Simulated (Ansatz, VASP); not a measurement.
One calculation of Ta2NbO2, two programs

Contents of INCAR:

```
SYSTEM = Ta2NbO2
  ALGO = Normal
  EDIFF = 1E-6
  ENCUT = 1340
  GGA = PE
  GGA_COMPAT = .FALSE.
  ISIF = 2
  ISMEAR = 0
  LASPH = .TRUE.
  LCHARG = .FALSE.
  LREAL = .FALSE.
  LWAVE = .FALSE.
  NBANDS = 34
  NELM = 120
  PREC = Accurate
  SIGMA = 0.1
```

The input KPOINTS:

```
k-points
0
G
  6 6 4
  0 0 0
```

File POSCAR:

```
Ta2NbO2
1.0
    4.4021493500      0.0000000000      0.0000000000
   -2.2010746700      3.8123731700      0.0000000000
    0.0000000000      0.0000000000      4.7414765200
Ta Nb O
2 1 2
Direct
    0.0000000000      0.0000000000      0.5000000000
    0.0000000000      0.0000000000      0.0000000000
    0.3333333300      0.6666666700      0.0000000000
    0.3333333300      0.6666666700      0.3657937400
    0.3333333300      0.6666666700      0.6342062600
```

Input for Ansatz:

```yaml
crystal:
  lattice:
    - [4.40214935, 0.0, 0.0]
    - [-2.20107467, 3.81237317, 0.0]
    - [0.0, 0.0, 4.74147652]
  atoms:
    - { symbol: Ta, position: [0.0, 0.0, 0.5] }
    - { symbol: Ta, position: [0.0, 0.0, 0.0] }
    - { symbol: Nb, position: [0.33333333, 0.66666667, 0.0] }
    - { symbol: O, position: [0.33333333, 0.66666667, 0.36579374] }
    - { symbol: O, position: [0.33333333, 0.66666667, 0.63420626] }
basis:
  ecutwfc: 420
kpoints:
  mp_grid: { grid: [6, 6, 4] }
hamiltonian:
  xc: pbe
scf:
  occupations: { method: gaussian, width: 0.1 }
  lower_state_search: "off"
output:
  forces: true
  stress: true
  eigenvalues: true
```

Alike in both runs: task single point; functional PBE; k mesh 6 × 6 × 4; occupations gaussian, width 0.1 eV; no spin polarisation.

```csv
,VASP,Ansatz
version,VASP 6.6.1,Ansatz 0.2.0
potentials or method,"VASP PAW PBE potentials, release 64 (Ta_sv_GW, Nb_sv, O_h), cutoff 1340 eV","scalar-relativistic, plane waves, PAW"
valence electrons in the cell,51,51
```

|  | VASP | Ansatz | Ansatz less VASP |
| --- | --- | --- | --- |
| gap on the k mesh at the Fermi level (eV) | none | none | - |
| rms of the force components (eV/Å) | 0.904 | 0.955 | +0.0511 |

Atom by atom the forces differ by 0.051 eV/Å (rms over components). A gap of «none» marks a metal or a gap that the smearing closes. With one functional, cell and mesh, what is left measures potentials, basis and numerics.

Neither program's run includes spin-orbit coupling.
